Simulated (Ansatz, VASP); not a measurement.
**Two plane-wave programs on GaSe5**

```
CELL_PARAMETERS angstrom
6.42783 0.00000 0.00000
-3.21391 5.56666 0.00000
0.00000 0.00000 3.72493
ATOMIC_POSITIONS crystal
Ga 0.00000 0.00000 0.50000
Se 0.67395 0.00000 0.00000
Se 0.00000 0.67395 0.00000
Se 0.32605 0.32605 0.00000
Se 0.33333 0.66667 0.50000
Se 0.66667 0.33333 0.50000
```

Change from the starting cell: species swapped into the Hf5Sc type (P-62m, No. 189).

Alike in both runs: functional PBE; k mesh 6 × 6 × 10; occupations gaussian, width 0.1 eV; no spin polarisation.

Ansatz relaxed the structure, and its values are those at the end. VASP's run is a single point on that final structure, the one shown.

|  | VASP | Ansatz |
| --- | --- | --- |
| version | VASP 6.6.1 | Ansatz 0.2.0 |
| potentials or method | VASP PAW PBE potentials, release 64 (Ga_d, Se), cutoff 520 eV | scalar-relativistic, plane waves, PAW |
| valence electrons in the cell | 43 | 93 |

|  | VASP | Ansatz | Ansatz less VASP |
| --- | --- | --- | --- |
| gap on the k mesh at the Fermi level (eV) | none | none | - |
| pressure (GPa) | 0.0 | 0.0 | -0.06 |

A gap of «none» marks a metal or a gap that the smearing closes. VASP's potentials hold 43 valence electrons a cell and Ansatz's 93, so a difference there can come from the potentials and not from the codes.
